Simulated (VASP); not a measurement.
ZnS: single point with PBE

ZnS:

```
Zn S
1.0
     0.00000    2.72180    2.72180
     2.72180    0.00000    2.72180
     2.72180    2.72180    0.00000
Zn S
1 1
Direct
  0.00000 0.00000 0.00000
  0.75000 0.75000 0.75000
```

```json
{
  "Program": "VASP 6.6.1",
  "Task": "single point",
  "Functional": "PBE",
  "Potentials or basis": "VASP PAW PBE potentials, release 64 (Zn, S)",
  "Cutoff": "520 eV",
  "k mesh": "8 × 8 × 8",
  "Occupations": "gaussian, width 0.02 eV",
  "Spin": "no spin polarisation"
}
```

| Quantity | Value |
| --- | --- |
| Pressure | 0.1 GPa |
| Band gap on the k mesh | 2.02 eV, direct |

Levels at points of the mesh, in eV from the valence-band top:
| k point | band 6 | band 7 | band 8 | band 9 | band 10 | band 11 | band 12 | band 13 |
| --- | --- | --- | --- | --- | --- | --- | --- | --- |
| (0.00, 0.00, 0.00) | -5.78 | 0.00 | 0.00 | 0.00 | 2.02 | 6.41 | 6.41 | 6.41 |
| (0.50, 0.00, 0.00) | -5.59 | -5.15 | -0.83 | -0.83 | 3.27 | 6.94 | 6.94 | 8.79 |
| (0.50, 0.50, 0.00) | -5.57 | -4.47 | -2.14 | -2.14 | 3.46 | 4.07 | 10.83 | 11.82 |

It took 32 s on 1 thread of AMD EPYC 7R43 64-Core Processor (Zen 3) (shared host), peak memory 0.13 GiB.

A hybrid or GW would open this gap; PBE tends to underestimate it.
